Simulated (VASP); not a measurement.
# Al in VASP: notebook

Al is run at these levels: LDA; tasks: single point.

All numbers are computed with VASP 6.6.1; they aren't measurements. Logs are shortened: lines on timing, memory, paths and dates and some standing lists are left out, and cuts for length are marked.

## (1) The cell of the first run

The cell holds a slab with vacuum, 5 atoms: a = 2.817 Å, b = 3.984 Å, c = 21.634 Å, α = 90.00°, β = 90.00°, γ = 90.00°.

## (2) Single point, LDA

The input, INCAR:

```
SYSTEM = Al
  ALGO = Normal
  DIPOL = 0.5 0.5 0.500
  EDIFF = 1E-6
  ENCUT = 400
  GGA_COMPAT = .FALSE.
  IDIPOL = 3
  ISIF = 2
  ISMEAR = -1
  LASPH = .TRUE.
  LCHARG = .FALSE.
  LDIPOL = .TRUE.
  LREAL = .FALSE.
  LWAVE = .FALSE.
  NBANDS = 16
  NELM = 120
  NELMDL = -8
  PREC = Accurate
  SIGMA = 0.05
```

The input, KPOINTS:

```
k-points
0
G
  13 9 1
  0 0 0
```

The input, POSCAR:

```
Al
1.0
    2.8168008949      0.0000000000      0.0000000000
    0.0000000000      3.9835580280      0.0000000000
    0.0000000000      0.0000000000     21.6336000000
Al
5
Direct
    0.0000000000      0.0000000000      0.3697950923
    0.5000000000      0.5000000000      0.4348975459
    0.0000000000      0.0000000000      0.5000000000
    0.5000000000      0.5000000000      0.5651024541
    0.0000000000      0.0000000000      0.6302049077
```

Potentials or basis: VASP PAW LDA potentials, release 64 (Al).

The run is started by

```sh
cat potpaw_LDA.64/Al/POTCAR > POTCAR
mpirun -np 1 vasp_std > vasp.out
```

OUTCAR:

```text
SYSTEM = Al
   EDIFF = 1E-6
   ENCUT = 400
   ISIF = 2
   ISMEAR = -1
   LASPH = .TRUE.
   LREAL = .FALSE.
   NELM = 120
   NELMDL = -8
   PREC = Accurate

 ion  position               nearest neighbor table
   1  0.000  0.000  0.370-   3 2.82   2 2.82   2 2.82   2 2.82   2 2.82
   2  0.500  0.500  0.435-   1 2.82   1 2.82   1 2.82   1 2.82   3 2.82   3 2.82   3 2.82   3 2.82
                             4 2.82
   3  0.000  0.000  0.500-   1 2.82   5 2.82   4 2.82   2 2.82   2 2.82   4 2.82   2 2.82   4 2.82
                             2 2.82   4 2.82
   4  0.500  0.500  0.565-   5 2.82   5 2.82   5 2.82   5 2.82   3 2.82   3 2.82   3 2.82   3 2.82
                             2 2.82
   5  0.000  0.000  0.630-   3 2.82   4 2.82   4 2.82   4 2.82   4 2.82

  LATTYP: Found a simple orthorhombic cell.
 ALAT       =     2.8168008949
 B/A-ratio  =     1.4142135623
 C/A-ratio  =     7.6802020474

  Lattice vectors:

 A1 = (   2.8168008949,   0.0000000000,   0.0000000000)
 A2 = (   0.0000000000,   3.9835580280,   0.0000000000)
 A3 = (   0.0000000000,   0.0000000000,  21.6336000000)

Analysis of symmetry for initial positions (statically):
=====================================================================
 Subroutine PRICEL returns:
 Original cell was already a primitive cell.

 Routine SETGRP: Setting up the symmetry group for a
 simple orthorhombic supercell.

 Subroutine GETGRP returns: Found  8 space group operations
 (whereof  8 operations were pure point group operations)
 out of a pool of  8 trial point group operations.

The static configuration has the point symmetry D_2h.

Analysis of symmetry for dynamics (positions and initial velocities):
=====================================================================
 Subroutine PRICEL returns:
 Original cell was already a primitive cell.

 Routine SETGRP: Setting up the symmetry group for a
 simple orthorhombic supercell.

 Subroutine GETGRP returns: Found  8 space group operations
 (whereof  8 operations were pure point group operations)
 out of a pool of  8 trial point group operations.

The dynamic configuration has the point symmetry D_2h.

 Subroutine INISYM returns: Found  8 space group operations
 (whereof  8 operations are pure point group operations),
 and found     1 'primitive' translations

----------------------------------------------------------------------------------------

                                     Primitive cell

  volume of cell :     242.7482

  direct lattice vectors                    reciprocal lattice vectors
     2.816800895  0.000000000  0.000000000     0.355012668  0.000000000  0.000000000
     0.000000000  3.983558028  0.000000000     0.000000000  0.251031865  0.000000000
     0.000000000  0.000000000 21.633600000     0.000000000  0.000000000  0.046224392

  length of vectors
     2.816800895  3.983558028 21.633600000     0.355012668  0.251031865  0.046224392

  position of ions in fractional coordinates (direct lattice)
     0.000000000  0.000000000  0.369795092
     0.500000000  0.500000000  0.434897546
     0.000000000  0.000000000  0.500000000
     0.500000000  0.500000000  0.565102454
     0.000000000  0.000000000  0.630204908

  ion indices of the primitive-cell ions
   primitive index   ion index
                 1           1
                 2           2
                 3           3
                 4           4
                 5           5

----------------------------------------------------------------------------------------

 KPOINTS: k-points

Automatic generation of k-mesh.
 Grid dimensions read from file:
 generate k-points for:   13    9    1

 Generating k-lattice:

  Cartesian coordinates                     Fractional coordinates (reciprocal lattice)
     0.027308667  0.000000000  0.000000000     0.076923077  0.000000000  0.000000000
     0.000000000  0.027892429  0.000000000     0.000000000  0.111111111  0.000000000
     0.000000000  0.000000000  0.046224392     0.000000000  0.000000000  1.000000000

  Length of vectors
     0.027308667  0.027892429  0.046224392

  Shift w.r.t. Gamma in fractional coordinates (k-lattice)
     0.000000000  0.000000000  0.000000000

 Subroutine IBZKPT returns following result:
 ===========================================

 Found     35 irreducible k-points:

 Following reciprocal coordinates:
            Coordinates               Weight
  0.000000  0.000000  0.000000      1.000000
  0.076923  0.000000  0.000000      2.000000
  0.153846  0.000000  0.000000      2.000000
  0.230769  0.000000  0.000000      2.000000
  0.307692  0.000000  0.000000      2.000000
  0.384615  0.000000  0.000000      2.000000
[... 16 lines left out ...]
  0.076923  0.333333  0.000000      4.000000
  0.153846  0.333333  0.000000      4.000000
 [... further k-points ...]
   k-points           NKPTS =     35   k-points in BZ     NKDIM =     35   number of bands    NBANDS=     16
   number of dos      NEDOS =    301   number of ions     NIONS =      5
   total plane-waves  NPLWV =  72576
   dimension x,y,z NGX =    18 NGY =   28 NGZ =  144
   dimension x,y,z NGXF=    36 NGYF=   56 NGZF=  288
   ions per type =               5
   NGX,Y,Z   is equivalent  to a cutoff of  10.62, 11.69, 11.07 a.u.
   NGXF,Y,Z  is equivalent  to a cutoff of  21.25, 23.37, 22.13 a.u.
 SYSTEM =  Al
   PREC   = accura    normal or accurate (medium, high low for compatibility)
   ISTART =      0    job   : 0-new  1-cont  2-samecut
   ICHARG =      2    charge: 1-file 2-atom 10-const
   ISPIN  =      1    spin polarized calculation?
   LNONCOLLINEAR =      F non collinear calculations
   LSORBIT =      F    spin-orbit coupling
   LASPH  =      T    aspherical Exc in radial PAW
   ENCUT  =  400.0 eV  29.40 Ry    5.42 a.u.   4.59  6.50 35.28*2*pi/ulx,y,z
   NELM   =    120;   NELMIN=  2; NELMDL= -8     # of ELM steps
   EDIFF  = 0.1E-05   stopping-criterion for ELM
   LREAL  =      F    real-space projection
   EDIFFG = 0.1E-04   stopping-criterion for IOM
   NSW    =      0    number of steps for IOM
   IBRION =     -1    ionic relax: 0-MD 1-quasi-New 2-CG
   NFREE  =      0    steps in history (QN), initial steepest desc. (CG)
   ISIF   =      2    stress and relaxation
   ISYM   =      2    0-nonsym 1-usesym 2-fastsym
   POTIM  = 0.5000    time-step for ionic-motion
   TEBEG  =    0.0;   TEEND  =   0.0 temperature during run
   PSTRESS=    0.0 pullay stress
   NELECT =      15.0000    total number of electrons
   NUPDOWN=      -1.0000    fix difference up-down
   EMIN   =  10.00;   EMAX   =-10.00  energy-range for DOS
   EFERMI =   0.00;   METHOD = LEGACY
   ISMEAR =    -1;   SIGMA  =   0.05  broadening in eV -4-tet -1-fermi 0-gaus
   EFERMI_NEDOS =   21; number of points for ismear=-14 and -15
   IALGO  =     38    algorithm
   IMIX   =      4    mixing-type and parameters
     AMIX     =   0.40;   BMIX     =  1.00
     AMIX_MAG =   1.60;   BMIX_MAG =  1.00
  volume/ion in A,a.u.               =      48.55       327.63
  Fermi-wavevector in a.u.,A,eV,Ry     =   0.647222  1.223072  5.699429  0.418896
  Thomas-Fermi vector in A             =   1.715460
   LORBIT       =      0    0 simple, 1 ext, 2 COOP (PROOUT), +10 PAW based schemes
   GGA     = CA    functional components
   LHFCALC =     F    Hartree Fock is set to
   AEXX    =    0.0000 exact exchange contribution
   IVDW    =     0    specifies the selected vdW correction
   LEPSILON=     F    determine dielectric tensor
   LRPA    =     F    only Hartree local field effects (RPA)
 non-spin polarized calculation
  energy-cutoff  :      400.00
  volume of cell :      242.75
 maximum number of plane-waves:      4445
   NGX =  9   NGY = 13   NGZ = 71

 number of electron      15.0000000 magnetization

 dipolmoment           0.000000      0.000000      0.000000 electrons x Angstroem

 Free energy of the ion-electron system (eV)
  ---------------------------------------------------
  ext. energy  EPLUGINS =         0.00000000
  ---------------------------------------------------
  free energy    TOTEN  =       -19.33429127 eV

  energy without entropy =      -19.31208146  energy(sigma->0) =      -19.32318636

 E-fermi :   0.0605     XC(G=0):  -4.4495

 val. band max:        0.0548096359   @ k =   0.3846   0.3333   0.0000
 cond. band min:       0.0611280095   @ k =   0.3846   0.0000   0.0000
 fundamental gap:      0.0063183736
 Fermi energy:         0.0605419449

 k-point     1 :       0.0000    0.0000    0.0000
  band No.  band energies     occupation
      1     -10.7958      2.00000
      2      -9.0134      2.00000
      3      -6.4397      2.00000
      4      -3.5909      2.00000
      5      -2.4471      2.00000
      6      -1.0021      2.00000
[... 8 lines left out ...]
     15       4.7136      0.00000
     16       4.8476      0.00000

 k-point     2 :       0.0769    0.0000    0.0000
  band No.  band energies     occupation
      1     -10.6860      2.00000
      2      -8.9046      2.00000
      3      -6.3321      2.00000
      4      -3.4858      2.00000
      5      -2.3470      2.00000
      6      -0.9047      2.00000
[... 8 lines left out ...]
     15       4.4722      0.00000
     16       4.9480      0.00000

 k-point     3 :       0.1538    0.0000    0.0000
  band No.  band energies     occupation
      1     -10.3574      2.00000
      2      -8.5787      2.00000
      3      -6.0100      2.00000
      4      -3.1722      2.00000
      5      -2.0466      2.00000
      6      -0.6401      2.00000
[... 8 lines left out ...]
     15       4.3477      0.00000
     16       4.8249      0.00000

 k-point     4 :       0.2308    0.0000    0.0000
  band No.  band energies     occupation
      1      -9.8115      2.00000
      2      -8.0377      2.00000
      3      -5.4761      2.00000
      4      -2.6583      2.00000
      5      -1.5454      2.00000
      6      -0.6649      2.00000
[... 8 lines left out ...]
     15       4.6132      0.00000
     16       5.1736      0.00000

 k-point     5 :       0.3077    0.0000    0.0000
  band No.  band energies     occupation
      1      -9.0512      2.00000
      2      -7.2850      2.00000
      3      -4.7367      2.00000
      4      -2.2328      2.00000
      5      -1.9955      2.00000
      6      -0.8430      2.00000
[... 8 lines left out ...]
     15       4.9540      0.00000
     16       5.1779      0.00000

 k-point     6 :       0.3846    0.0000    0.0000
  band No.  band energies     occupation
      1      -8.0805      2.00000
      2      -6.3268      2.00000
      3      -4.0450      2.00000
      4      -3.6990      2.00000
      5      -2.3118      2.00000
      6      -0.8047      2.00000
[... 8 lines left out ...]
     15       4.3397      0.00000
     16       4.7084      0.00000
[... 267 lines left out ...]
 k-point    21 :       0.4615    0.2222    0.0000
  band No.  band energies     occupation
      1      -6.4628      2.00000
      2      -5.0930      2.00000
      3      -4.7541      2.00000
      4      -3.3448      2.00000
      5      -2.3340      2.00000
      6      -1.4723      2.00000
[... 8 lines left out ...]
     15       4.2166      0.00000
     16       5.3461      0.00000

 k-point    22 :       0.0000    0.3333    0.0000
  band No.  band energies     occupation
      1      -9.7728      2.00000
      2      -8.0219      2.00000
      3      -6.7726      2.00000
      4      -5.4420      2.00000
      5      -4.9860      2.00000
      6      -2.6548      2.00000
[... 8 lines left out ...]
     15       5.6992      0.00000
     16       6.1867      0.00000

 k-point    23 :       0.0769    0.3333    0.0000
  band No.  band energies     occupation
      1      -9.6639      2.00000
      2      -7.9139      2.00000
      3      -6.6662      2.00000
      4      -5.3347      2.00000
      5      -4.8800      2.00000
      6      -2.5515      2.00000
[... 8 lines left out ...]
     15       5.5167      0.00000
     16       6.0214      0.00000

 k-point    24 :       0.1538    0.3333    0.0000
  band No.  band energies     occupation
      1      -9.3378      2.00000
      2      -7.5905      2.00000
      3      -6.3475      2.00000
      4      -5.0137      2.00000
      5      -4.5630      2.00000
      6      -2.2426      2.00000
[... 8 lines left out ...]
     15       5.4992      0.00000
     16       5.7263      0.00000

 [... further k-points ...]

------------------------ aborting loop because EDIFF is reached ----------------------------------------

 vacuum level on the upper side and lower side of the slab       (xc-potential included)        -0.108        -0.108

  FORCE on cell =-STRESS in cart. coord.  units (eV):
  Direction    XX          YY          ZZ          XY          YZ          ZX
  --------------------------------------------------------------------------------------
  -------------------------------------------------------------------------------------
  Total       -2.1454085     -1.0967682     -1.4878966      0.0000000      0.0000000      0.0000000
  in kB      -14.1600400     -7.2388457     -9.8203564      0.0000000      0.0000000      0.0000000
  external PRESSURE =     -10.4064140 kB  Pullay stress =       0.0000000 kB

 VOLUME and BASIS-vectors are now :
 -----------------------------------------------------------------------------
  energy-cutoff  :      400.00
  volume of cell :      242.75
      direct lattice vectors                 reciprocal lattice vectors
     2.816800895  0.000000000  0.000000000     0.355012668  0.000000000  0.000000000
     0.000000000  3.983558028  0.000000000     0.000000000  0.251031865  0.000000000
     0.000000000  0.000000000 21.633600000     0.000000000  0.000000000  0.046224392

 POSITION                                       TOTAL-FORCE (eV/Angst)
 -----------------------------------------------------------------------------------
      0.00000      0.00000      8.00000         0.000000      0.000000      0.319541
      1.40840      1.99178      9.40840         0.000000      0.000000     -0.113459
      0.00000      0.00000     10.81680         0.000000      0.000000      0.000000
      1.40840      1.99178     12.22520         0.000000      0.000000      0.113459
      0.00000      0.00000     13.63360         0.000000     -0.000000     -0.319541
 -----------------------------------------------------------------------------------
    total drift:                               -0.000000     -0.000000      0.000000

  FREE ENERGIE OF THE ION-ELECTRON SYSTEM (eV)
  ---------------------------------------------------
  free  energy   TOTEN  =       -19.3342912689 eV

  energy  without entropy=      -19.3120814588  energy(sigma->0) =      -19.32318636

 vacuum level on the upper side and lower side of the slab         4.044         4.044
```

Wall time 85 s (1 thread of Intel Xeon 6975P-C (Granite Rapids), shared host); peak memory 0.23 GiB.

Results:

```
Free energy   : -19.3343 eV
Largest force : 0.320 eV/Å
```

Forces on the atoms (eV/Å):
```
Al   0.000  0.000  0.320
Al   0.000  0.000 -0.113
Al   0.000  0.000  0.000
Al   0.000  0.000  0.113
Al   0.000  0.000 -0.320
```

Levels at points of the mesh, in eV from the Fermi level:
| k point | band 4 | band 5 | band 6 | band 7 | band 8 | band 9 | band 10 | band 11 |
| --- | --- | --- | --- | --- | --- | --- | --- | --- |
| (0.00, 0.00, 0.00) | -3.65 | -2.51 | -1.06 | -0.95 | -0.83 | 0.77 | 1.70 | 1.85 |

## (3) Single point, LDA

The input, INCAR:

```
PREC = Accurate ; ENCUT = 400
EDIFF = 1E-6 ; ISMEAR = -1
SIGMA = 0.05 ; LREAL = False
LASPH = True ; NELM = 120
ALGO = Normal ; ISIF = 2
LWAVE = False ; LCHARG = True
LDIPOL = True ; IDIPOL = 3
DIPOL = 0.5 0.5 0.500 ; GGA = CA
LELF = True ; LVHAR = True
LVACPOTAV = True ; NBANDS = 16
GGA_COMPAT = False ; NELMDL = -8
```

The input, KPOINTS:

```
Automatic mesh
0
Gamma
  13 9 1
```

The input, POSCAR:

```
Al
1.0
    2.8168008949      0.0000000000      0.0000000000
    0.0000000000      3.9835580280      0.0000000000
    0.0000000000      0.0000000000     21.6336000000
Al
5
Direct
    0.0000000000      0.0000000000      0.3749259573
    0.5000000000      0.5000000000      0.4352217579
    0.0000000000      0.0000000000      0.4999999954
    0.5000000000      0.5000000000      0.5647782477
    0.0000000000      0.0000000000      0.6250740417
```

Potentials or basis: VASP PAW LDA potentials, release 64 (Al).

The run is started by

```sh
cat potpaw_LDA.64/Al/POTCAR > POTCAR
mpirun -np 1 vasp_std > vasp.out
```

OUTCAR:

```text
PREC = Accurate
   ENCUT = 400
   EDIFF = 1E-6
   ISMEAR = -1
   LREAL = False
   LASPH = True
   NELM = 120
   ISIF = 2
   GGA = CA
   NELMDL = -8

 ion  position               nearest neighbor table
   1  0.000  0.000  0.375-   3 2.71   2 2.77   2 2.77   2 2.77   2 2.77
   2  0.500  0.500  0.435-   1 2.77   1 2.77   1 2.77   1 2.77   4 2.80   3 2.81   3 2.81   3 2.81
                             3 2.81
   3  0.000  0.000  0.500-   1 2.71   5 2.71   2 2.81   2 2.81   2 2.81   2 2.81   4 2.81   4 2.81
                             4 2.81   4 2.81
   4  0.500  0.500  0.565-   5 2.77   5 2.77   5 2.77   5 2.77   2 2.80   3 2.81   3 2.81   3 2.81
                             3 2.81
   5  0.000  0.000  0.625-   3 2.71   4 2.77   4 2.77   4 2.77   4 2.77

  LATTYP: Found a simple orthorhombic cell.
 ALAT       =     2.8168008949
 B/A-ratio  =     1.4142135623
 C/A-ratio  =     7.6802020474

  Lattice vectors:

 A1 = (   2.8168008949,   0.0000000000,   0.0000000000)
 A2 = (   0.0000000000,   3.9835580280,   0.0000000000)
 A3 = (   0.0000000000,   0.0000000000,  21.6336000000)

Analysis of symmetry for initial positions (statically):
=====================================================================
 Subroutine PRICEL returns:
[... 182 lines left out ...]
 fundamental gap:      0.1188692084
 Fermi energy:         0.0061331574

 k-point     1 :       0.0000    0.0000    0.0000
  band No.  band energies     occupation
      1     -10.9676      2.00000
      2      -9.1803      2.00000
      3      -6.3790      2.00000
      4      -3.4469      2.00000
      5      -2.6320      2.00000
      6      -1.1374      2.00000
[... 433 lines left out ...]
      3      -6.5077      2.00000
      4      -4.9547      2.00000
      5      -4.7087      2.00000
      6      -2.1524      2.00000
[... 8 lines left out ...]
     15       5.3520      0.00000
     16       5.6351      0.00000

 [... further k-points ...]
[... 5 lines left out ...]
  --------------------------------------------------------------------------------------
  -------------------------------------------------------------------------------------
  Total       -1.1766229     -0.2164714      0.0251729      0.0000000      0.0000000      0.0000000
  in kB       -7.7658999     -1.4287462      0.1661451      0.0000000      0.0000000      0.0000000
  external PRESSURE =      -3.0095003 kB  Pullay stress =       0.0000000 kB

 VOLUME and BASIS-vectors are now :
 -----------------------------------------------------------------------------
  energy-cutoff  :      400.00
  volume of cell :      242.75
      direct lattice vectors                 reciprocal lattice vectors
     2.816800895  0.000000000  0.000000000     0.355012668  0.000000000  0.000000000
     0.000000000  3.983558028  0.000000000     0.000000000  0.251031865  0.000000000
     0.000000000  0.000000000 21.633600000     0.000000000  0.000000000  0.046224392

 POSITION                                       TOTAL-FORCE (eV/Angst)
 -----------------------------------------------------------------------------------
      0.00000      0.00000      8.11100         0.000000     -0.000000     -0.006232
      1.40840      1.99178      9.41541         0.000000      0.000000      0.000293
      0.00000      0.00000     10.81680         0.000000      0.000000      0.000000
      1.40840      1.99178     12.21819         0.000000      0.000000     -0.000293
      0.00000      0.00000     13.52260         0.000000     -0.000000      0.006232
 -----------------------------------------------------------------------------------
    total drift:                               -0.000000     -0.000000     -0.000002

  FREE ENERGIE OF THE ION-ELECTRON SYSTEM (eV)
  ---------------------------------------------------
  free  energy   TOTEN  =       -19.3742504985 eV

  energy  without entropy=      -19.3621731194  energy(sigma->0) =      -19.36821181

 vacuum level on the upper side and lower side of the slab         4.106         4.106
```

Run time: 86 s. Hardware: 1 thread of Intel Xeon 6975P-C (Granite Rapids), shared host; peak memory 0.22 GiB.

What came out:

```
Free energy   : -19.3743 eV
Largest force : 0.006 eV/Å
```

Forces on the atoms (eV/Å):
```
Al   0.000  0.000 -0.006
Al   0.000  0.000  0.000
Al   0.000  0.000  0.000
Al   0.000  0.000  0.000
Al   0.000  0.000  0.006
```

Levels at points of the mesh, in eV from the Fermi level:
```csv
k point,band 5,band 6,band 7,band 8,band 9,band 10
"(0.00, 0.00, 0.00)",-2.64,-1.14,-1.00,-0.71,0.66,1.78
```

[end of part 1 of 2]
